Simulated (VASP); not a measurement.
# GaSb (F-43m) in VASP: a series of runs, part 2 of 2

VASP 6.6.1. The steps go on from the part before.

## Step 3: Relaxation of cell and atoms, LDA

Input file INCAR:

```
PREC = Accurate
ENCUT = 600
EDIFF = 1E-6
ISMEAR = -1
SIGMA = 0.02
LREAL = False
LASPH = True
NELM = 60
ALGO = Normal
ISIF = 3
LWAVE = False
LCHARG = False
GGA = CA
IBRION = 2
NSW = 80
EDIFFG = -0.005
```

Input file KPOINTS:

```
Automatic mesh
0
Gamma
  6 6 6
```

Input file POSCAR:

```
GaSb
1.0
    0.0000000000      3.1099061810      3.1099061810
    3.1099061810      0.0000000000      3.1099061810
    3.1099061810      3.1099061810      0.0000000000
Ga Sb
1 1
Direct
    0.0000000000      0.0000000000      0.0000000000
    0.2500000000      0.2500000000      0.2500000000
```

Potentials or basis: VASP PAW LDA potentials, release 64 (Ga_d, Sb).

Launch:

```sh
> cat potpaw_LDA.64/Ga_d/POTCAR potpaw_LDA.64/Sb/POTCAR > POTCAR
> mpirun -np 1 vasp_std > vasp.out
```

OUTCAR:

```text
PREC = Accurate
   ENCUT = 600
   EDIFF = 1E-6
   ISMEAR = -1
   LREAL = False
   LASPH = True
   NELM = 60
   ISIF = 3
   GGA = CA
   IBRION = 2
   NSW = 80
   EDIFFG = -0.005

 ion  position               nearest neighbor table
   1  0.000  0.000  0.000-   2 2.69   2 2.69   2 2.69   2 2.69
   2  0.250  0.250  0.250-   1 2.69   1 2.69   1 2.69   1 2.69

  LATTYP: Found a face centered cubic cell.
 ALAT       =     6.2198123620

  Lattice vectors:

 A1 = (   0.0000000000,   3.1099061810,   3.1099061810)
 A2 = (   3.1099061810,   0.0000000000,   3.1099061810)
 A3 = (   3.1099061810,   3.1099061810,   0.0000000000)

Analysis of symmetry for initial positions (statically):
=====================================================================
 Subroutine PRICEL returns:
 Original cell was already a primitive cell.

 Routine SETGRP: Setting up the symmetry group for a
 face centered cubic supercell.

[... 176 lines left out ...]
      9       4.1906      1.33300
     10       4.1906      1.33300
     11       6.9443      0.00000
     12       6.9443      0.00000
     13       6.9443      0.00000
[... 489 lines left out ...]
--------------------------------------- Ionic step        8  -------------------------------------------

 number of electron      18.0000005 magnetization

 Free energy of the ion-electron system (eV)
  ---------------------------------------------------
  ext. energy  EPLUGINS =         0.00000000
  ---------------------------------------------------
  free energy    TOTEN  =        -8.64043062 eV

  energy without entropy =       -8.64024268  energy(sigma->0) =       -8.64033665

 E-fermi :   5.0711     XC(G=0):  -9.5275

 val. band max:        5.0120763979   @ k =   0.0000   0.0000   0.0000
 cond. band min:       5.1058726807   @ k =   0.0000   0.0000   0.0000
 fundamental gap:      0.0937962828
 Fermi energy:         5.0710668228

 k-point     1 :       0.0000    0.0000    0.0000
  band No.  band energies     occupation
      1     -10.2091      2.00000
      2     -10.2091      2.00000
      3     -10.2091      2.00000
      4     -10.1552      2.00000
      5     -10.1552      2.00000
      6      -6.7249      2.00000
      7       5.0121      1.90048
      8       5.0121      1.90048
      9       5.0121      1.90048
     10       5.1059      0.29855
     11       7.7466      0.00000
     12       7.7466      0.00000
     13       7.7466      0.00000
[... 267 lines left out ...]
  FREE ENERGIE OF THE ION-ELECTRON SYSTEM (eV)
  ---------------------------------------------------
  free  energy   TOTEN  =        -8.6404306187 eV

  energy  without entropy=       -8.6402426769  energy(sigma->0) =       -8.64033665

 reached required accuracy - stopping structural energy minimisation
```

CONTCAR:

```text
GaSb
   1.00000000000000
    -0.0000000000000000    3.0275690157380768    3.0275690157380768
     3.0275690157380768   -0.0000000000000000    3.0275690157380768
     3.0275690157380768    3.0275690157380768   -0.0000000000000000
  Ga              Sb
     1     1
Direct
     0.0000000000000000    0.0000000000000000    0.0000000000000000
     0.2500000000000000    0.2500000000000000    0.2500000000000000

  0.00000000E+00  0.00000000E+00  0.00000000E+00
  0.00000000E+00  0.00000000E+00  0.00000000E+00
```

Run time: 89 s. Hardware: 1 thread of Intel Xeon Platinum 8259CL at 2.50GHz (Skylake/Cascade Lake), shared host; peak memory 0.18 GiB.

What came out:

| Property | Result |
| --- | --- |
| Free energy | -8.6404 eV |
| Relaxed volume | 27.75 Å³/atom |
| Relaxed cell | a = 4.282 Å, b = 4.282 Å, c = 4.282 Å, α = 60.00°, β = 60.00°, γ = 60.00° |
| Space group after relaxing (to 0.05 Å) | F-43m (No. 216) |
| Energy gained by relaxing | 27.6 meV/atom |
| Ionic steps | 8 |
| Pressure after relaxing | 0.0 GPa |
| Band gap on the k mesh | 0.09 eV, direct |

The path:
```tsv
step	energy change (eV)	largest force (eV/Å)	pressure (GPa)	volume (Å³)
1	0.0000	0.0000	-3.63	60.16
2	-0.0516	0.0000	1.14	54.42
3	-0.0552	0.0000	-0.05	55.55
4	-0.0552	0.0000	0.08	55.46
5	-0.0552	0.0000	-0.06	55.57
6	-0.0552	0.0000	0.04	55.49
7	-0.0552	0.0000	-0.06	55.52
8	-0.0552	0.0000	0.01	55.50
```

Final structure:
```
CELL_PARAMETERS angstrom
0.00000 3.02757 3.02757
3.02757 0.00000 3.02757
3.02757 3.02757 0.00000
ATOMIC_POSITIONS crystal
Ga 0.00000 0.00000 0.00000
Sb 0.25000 0.25000 0.25000
```

Levels at points of the mesh, in eV from the valence-band top:
| k point | band 7 | band 8 | band 9 | band 10 | band 11 | band 12 |
| --- | --- | --- | --- | --- | --- | --- |
| (0.00, 0.00, 0.00) | 0.00 | 0.00 | 0.00 | 0.09 | 2.73 | 2.73 |
| (0.50, 0.00, 0.00) | -6.56 | -1.21 | -1.21 | 0.36 | 3.71 | 3.71 |
| (0.50, 0.50, 0.00) | -7.00 | -2.69 | -2.69 | 0.79 | 1.10 | 8.77 |

Caveat: spin-orbit coupling is left out, which moves the levels of the heavy elements. Zero-point motion and thermal expansion aren't in these numbers.

## Step 4: Relaxation of cell and atoms, r2SCAN

POSCAR is that of step 3.

Input file INCAR.step1:

```
SYSTEM = GaSb
PREC = Accurate
ENCUT = 600
ISMEAR = -1
SIGMA = 0.02
LREAL = .FALSE.
LASPH = .TRUE.
NELM = 80
GGA = PE
ALGO = Normal
EDIFF = 1E-4
LWAVE = .TRUE.
LCHARG = .FALSE.
```

Input file INCAR.step2:

```
SYSTEM = GaSb
PREC = Accurate
ENCUT = 600
EDIFF = 1E-7
ISMEAR = -1
SIGMA = 0.02
LREAL = .FALSE.
LASPH = .TRUE.
NELM = 80
ALGO = Normal
ISIF = 3
LWAVE = .FALSE.
LCHARG = .FALSE.
METAGGA = R2SCAN
LMIXTAU = .TRUE.
IBRION = 2
NSW = 80
EDIFFG = -0.005
ISTART = 1
```

Input file KPOINTS:

```
Automatic mesh
0
G
  6 6 6
  0 0 0
```

Potentials or basis: VASP PAW PBE potentials, release 64 (Ga_d, Sb).

Launch:

```sh
> cat potpaw_PBE.64/Ga_d/POTCAR potpaw_PBE.64/Sb/POTCAR > POTCAR
> cp INCAR.step1 INCAR
> mpirun -np 1 vasp_std > vasp.out
> cp INCAR.step2 INCAR
> mpirun -np 1 vasp_std > vasp.out
```

Wall time 7.1 min (1 thread of Intel Xeon Platinum 8259CL at 2.50GHz (Skylake/Cascade Lake), shared host); peak memory 0.23 GiB.

The run converged. Its results:

* Free energy: -37.5806 eV
* Relaxed volume: 28.85 Å³/atom
* Relaxed cell: a = 4.338 Å, b = 4.338 Å, c = 4.338 Å, α = 60.00°, β = 60.00°, γ = 60.00°
* Space group after relaxing (to 0.05 Å): F-43m (No. 216)
* Energy gained by relaxing: 8.3 meV/atom
* Ionic steps: 4
* Pressure after relaxing: 0.0 GPa
* Band gap on the k mesh: 0.39 eV, direct

The path:
```
step  energy change (eV)  largest force (eV/Å)  pressure (GPa)  volume (Å³)
   1              0.0000                0.0000           -2.01        60.16
   2             -0.0150                0.0000            0.75        56.92
   3             -0.0167                0.0000            0.04        57.66
   4             -0.0167                0.0000           -0.01        57.70
```

Final structure:
```
CELL_PARAMETERS angstrom
0.00000 3.06710 3.06710
3.06710 0.00000 3.06710
3.06710 3.06710 0.00000
ATOMIC_POSITIONS crystal
Ga 0.00000 0.00000 0.00000
Sb 0.25000 0.25000 0.25000
```

Levels at points of the mesh, in eV from the valence-band top:
```csv
k point,band 5,band 6,band 7,band 8,band 9,band 10,band 11,band 12,band 13
"(0.00, 0.00, 0.00)",-15.44,-11.87,0.00,0.00,0.00,0.39,2.98,2.98,2.98
"(0.50, 0.00, 0.00)",-15.44,-10.17,-6.54,-1.20,-1.20,0.66,4.01,4.01,6.92
"(0.50, 0.50, 0.00)",-15.43,-9.30,-7.01,-2.67,-2.67,1.12,1.49,9.21,9.21
```

Caveat: the PAW data sets were made with another functional, which shifts forces and pressure a little; spin-orbit coupling is left out, which moves the levels of the heavy elements.

## Step 5: The runs side by side

| level | potentials or basis | gap on the mesh (eV) | pressure (GPa) | relaxed volume (Å³/atom) |
| --- | --- | --- | --- | --- |
| PBEsol | VASP PAW PBE potentials, release 64 (Ga_d, Sb) | none | 0.0 | 28.62 |
| LDA | VASP PAW LDA potentials, release 64 (Ga_d, Sb) | 0.09 | 0.0 | 27.75 |
| r2SCAN | VASP PAW PBE potentials, release 64 (Ga_d, Sb) | 0.39 | 0.0 | 28.85 |

Alike in all rows: task relaxation of cell and atoms; no spin polarisation; cell relaxed; k mesh 6 × 6 × 6; cutoff (eV) 600; smearing fermi-dirac 0.02 eV.

Caveats: spin-orbit coupling is left out, which moves the levels of the heavy elements; the PAW data sets were made with another functional, which shifts forces and pressure a little (some runs).

Total energies depend on the potentials used, so only differences within one code and one set of settings carry meaning.
